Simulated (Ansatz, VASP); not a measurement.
**W in VASP and in Ansatz**

```
W
1.0
    -1.59203    1.59203    1.59203
     1.59203   -1.59203    1.59203
     1.59203    1.59203   -1.59203
W
1
Direct
  0.00000 0.00000 0.00000
```

Alike in both runs: functional PBE; k mesh 17 × 17 × 17; occupations fermi-dirac, width 0.05 eV; no spin polarisation.

Ansatz relaxed the structure, and its values are those at the end. VASP's run is a single point on that final structure, the one shown.

|  | VASP | Ansatz |
| --- | --- | --- |
| version | VASP 6.6.1 | Ansatz 0.2.0 |
| potentials or method | VASP PAW PBE potentials, release 64 (W_sv), cutoff 520 eV | plane-wave PAW DFT |
| valence electrons in the cell | 14 | 14 |

```csv
,VASP,Ansatz,Ansatz less VASP
pressure (GPa),0.5,0.0,-0.46
```

Spin-orbit coupling is off throughout.
